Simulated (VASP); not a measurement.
Here is a VASP 6.6.1 calculation.

Contents of INCAR:

```
ALGO     = Normal         # electronic algorithm
EDIFF    = 1E-7           # SCF threshold, eV
ENCUT    = 520            # plane-wave cutoff, eV
GGA      = PE             # functional
ISIF     = 2              # what is computed and relaxed
ISMEAR   = -1             # smearing method
LASPH    = T              # aspherical terms in the spheres
LCHARG   = T              # write CHGCAR
LELF     = T              # ELF
LREAL    = F              # projectors in reciprocal space
LVHAR    = T            
LWAVE    = F              # write WAVECAR
NBANDS   = 12             # bands
NELM     = 60             # most SCF steps
PREC     = Accurate       # precision mode
SIGMA    = 0.1            # smearing width, eV
```

KPOINTS

```
k-points
0
Gamma
  14 14 14
```

The input POSCAR:

```
Au
1.0
    2.7478327670      0.0000000000      0.0000000000
    0.0000000000      2.7478327670      0.0000000000
    0.0000000000      0.0000000000      2.7478327670
Au
1
Direct
    0.0000000000      0.0000000000      0.0000000000
```

Potentials or basis: VASP PAW PBE potentials, release 64 (Au).

Launch:

```console
$ cat potpaw_PBE.64/Au/POTCAR > POTCAR
$ mpirun -np 1 vasp_std > vasp.out
```

(1) What does it give for the pressure?

Results:

(1) -0.2 GPa.
